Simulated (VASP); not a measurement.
## Sn4O7 (a cell with a defect): single point with PBE+D3(BJ)

System: Sn4O7 (a cell with a defect).

```
Sn O
1.0
    -3.23765   -1.86926    4.29234
     3.23765   -1.86926    4.29234
     0.00000    3.73852    4.29234
Sn O
4 7
Direct
  0.50000 0.50000 0.50000
  0.00000 0.00000 0.50000
  0.00000 0.50000 0.00000
  0.50000 0.00000 0.00000
  0.74361 0.74361 0.24361
  0.74361 0.24361 0.74361
  0.24361 0.74361 0.74361
  0.75639 0.75639 0.75639
  0.25639 0.25639 0.75639
  0.25639 0.75639 0.25639
  0.93873 0.18929 0.25328
```

This cell differs from its parent crystal: atoms taken out, atom 11 moved 0.333 of the way to it and -0.333 Å across, host rigid.

```
Program                : VASP 6.6.1
Task                   : single point
Functional             : PBE
Dispersion             : D3(BJ)
Potentials or basis    : VASP PAW PBE potentials, release 64 (Sn_d, O)
Cutoff                 : 520 eV
k mesh                 : 6 × 6 × 6
Occupations            : gaussian, width 0.05 eV
Spin                   : no spin polarisation
Dipole correction      : no
Charge                 : 2
Further INCAR settings : ALGO = Normal; EDIFF = 1e-07; NBANDS = 60; NELECT = 96.0
```

The largest force is 29.658 eV/Å and the dispersion energy per atom is -0.200 eV.

Forces in eV/Å, atoms in the order of the input:
```
Sn    1.323   0.775   2.099
Sn  -15.701  23.683   8.497
Sn    3.001  -4.462  -0.148
Sn   -2.336  -1.371  -2.331
O    -0.502   0.601  -0.143
O     0.800   0.112   0.083
O    -0.106  -0.057   0.116
O     0.013   0.375   0.145
O    -0.328   0.323   0.280
O    -1.139  -0.565   0.147
O    14.977 -19.416  -8.745
```

Levels at points of the mesh, in eV from the Fermi level:
```tsv
k point	band 46	band 47	band 48	band 49	band 50	band 51
(0.00, 0.00, 0.00)	-0.62	-0.52	-0.13	0.01	2.84	3.57
(0.50, 0.00, 0.00)	-0.77	-0.43	-0.19	1.46	2.64	3.31
(0.00, 0.50, 0.00)	-0.80	-0.60	-0.09	1.58	2.53	3.35
(0.00, 0.00, 0.50)	-0.81	-0.57	-0.09	1.47	2.47	3.82
(0.50, 0.50, 0.00)	-1.21	-0.51	-0.44	1.90	2.64	3.80
(0.50, 0.00, 0.50)	-1.26	-0.63	-0.35	2.03	2.69	3.46
(0.00, 0.50, 0.50)	-1.02	-0.66	-0.22	1.73	2.73	3.27
(0.50, 0.50, 0.50)	-1.37	-1.21	-1.18	1.47	2.69	3.75
```

It took 9.7 min on 4 MPI ranks on Oxide Virtual Turin-like Processor, with other jobs on the host, peak memory 0.76 GiB a rank.

Caveat: the cell carries a net charge on a neutralising background, which shifts energy and pressure; the cell differs from its parent crystal (atoms taken out, atom 11 moved 0.333 of the way to it and -0.333 Å across, host rigid); the cell is charged against a uniform background, so pressure and absolute levels hang on convention; spin-orbit coupling is left out, which moves the levels of the heavy elements.
